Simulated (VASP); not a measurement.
Wanted: the native input for a VASP 6.6.1 run.

```yaml
Task: single point
Functional: PBE
Potentials_or_basis: VASP PAW PBE potentials, release 64 (In_d)
Cutoff: 520 eV
k_mesh: 16 × 16 × 16
Occupations: gaussian, width 0.1 eV
Spin: no spin polarisation
Dipole_correction: no
Further_INCAR_settings: ALGO = Fast; EDIFF = 1e-06; NBANDS = 12
```

The structure of In lies in POSCAR:

```
In
1.0
   -1.8299925838      1.8299925838      1.8299925838
    1.8299925838     -1.8299925838      1.8299925838
    1.8299925838      1.8299925838     -1.8299925838
In
1
Direct
    0.0000000000      0.0000000000      0.0000000000
```

This cell differs from its parent crystal: volume scaled by 0.88.

One way to write it, as run:

INCAR

```
PREC = Accurate
ENCUT = 520
EDIFF = 1E-6
ISMEAR = 0
SIGMA = 0.1
LREAL = False
LASPH = True
NELM = 100
ALGO = Fast
ISIF = 2
LWAVE = False
LCHARG = False
GGA = PE
NBANDS = 12
```

KPOINTS

```
Automatic mesh
0
Gamma
  16 16 16
```

Potentials or basis: VASP PAW PBE potentials, release 64 (In_d).

Launch:

```sh
$ cat potpaw_PBE.64/In_d/POTCAR > POTCAR
$ mpirun -np 1 vasp_std > vasp.out
```

Results of the run:

* Pressure: 5.9 GPa

Wall time 42 s on 1 thread of Intel Xeon 8259CL, with other jobs on the host, peak memory 0.17 GiB.
